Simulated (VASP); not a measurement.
B2SbAs, 4 atoms in the cell. Symmetry: P-4m2, No. 115, tetragonal system. Conventional cell: a = 3.617 Å, b = 3.617 Å, c = 5.133 Å, α = 90.00°, β = 90.00°, γ = 90.00°. Within 2.9 Å of As (site symmetry -4m2) lie 4 B at 2.16 Å. B (site symmetry 2mm) has 2 As at 2.16 Å and 2 Sb at 2.28 Å within 2.9 Å. Within 3.0 Å of Sb (site symmetry -4m2) lie 4 B at 2.28 Å.  This cell differs from its parent crystal: volume changed by +6%.

```yaml
Program: VASP 6.6.1
Task: single point
Functional: r2SCAN
Potentials_or_basis: VASP PAW PBE potentials, release 64 (As, B, Sb)
Cutoff: 520 eV
k_mesh: 6 × 6 × 4
Occupations: gaussian, width 0.01 eV
Spin: no spin polarisation
Dipole_correction: no
Further_INCAR_settings: ALGO = Normal; EDIFF = 1e-06; NBANDS = 16
```

Potentials or basis: VASP PAW PBE potentials, release 64 (As, B, Sb).

Command:

```sh
$ cat potpaw_PBE.64/As/POTCAR potpaw_PBE.64/B/POTCAR potpaw_PBE.64/Sb/POTCAR > POTCAR
$ cp INCAR.step1 INCAR
$ mpirun -np 1 vasp_std > vasp.out
$ cp INCAR.step2 INCAR
$ mpirun -np 1 vasp_std > vasp.out
```

Hardware: 1 thread of AMD EPYC 7R13, with other jobs on the host.

Q: How long does it take, and how much memory?

A: Wall time 3.7 min on 1 thread of AMD EPYC 7R13, with other jobs on the host, peak memory 0.17 GiB. Counts: k points 30.
